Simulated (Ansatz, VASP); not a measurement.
**One calculation of Sn, two programs**

File INCAR:

```
  PREC = Accurate
  ENCUT = 520
  EDIFF = 1E-8
  ISMEAR = -1
  SIGMA = 0.08
  LREAL = False
  LASPH = True
  NELM = 80
  ALGO = Normal
  ISIF = 2
  LWAVE = False
  LCHARG = False
  LEFG = True
  NBANDS = 13
```

The input KPOINTS:

```
Automatic mesh
0
Gamma
  13 13 13
```

POSCAR

```
Sn
1.0
   -1.6569893071      1.9150981989      2.0652062125
    1.6569893071     -1.9150981989      2.0652062125
    1.6569893071      1.9150981989     -2.0652062125
Sn
1
Direct
    0.0000000000      0.0000000000      0.0000000000
```

Input for Ansatz:

```yaml
crystal:
  lattice:
    - [-1.6569893071, 1.9150981989, 2.0652062125]
    - [1.6569893071, -1.9150981989, 2.0652062125]
    - [1.6569893071, 1.9150981989, -2.0652062125]
  atoms:
    - { symbol: Sn, position: [0.0, 0.0, 0.0] }
kpoints:
  mp_grid: { grid: [13, 13, 13] }
scf:
  occupations: { method: fermi_dirac, width: 0.08 }
hamiltonian:
  xc: lda
  pseudopotentials: { kind: paw }
output:
  forces: true
  stress: true
  eigenvalues: true
  efg: { contact_densities: true }
```

Change from the starting cell: volume scaled by 0.9405, PAW files.

Alike in both runs: task electric field gradients; functional LDA; k mesh 13 × 13 × 13; occupations fermi-dirac, width 0.08 eV; no spin polarisation.

```csv
,VASP,Ansatz
version,VASP 6.6.1,Ansatz 0.2.0
potentials or method,"VASP PAW LDA potentials, release 64 (Sn_d)","PAW with Ansatz's default frozen-core files, scalar-relativistic"
plane-wave cutoff (eV),520,420
valence electrons in the cell,14,14
```

Ansatz gave:

```
pressure (GPa)                                                : -1.0
traceless stress, the component that is largest in VASP (GPa) : -0.77
size of Vzz on the site where it differs most (V/Å²)          : 14.6
```

Problem. What did VASP give for the same quantities?

Solution. Pressure (GPa): -1.0; traceless stress, the component that is largest in VASP (GPa): -0.78; size of Vzz on the site where it differs most (V/Å²): 13.8.

LDA's correlation is that of Perdew and Zunger in VASP and of Perdew and Wang (1992) in Ansatz.
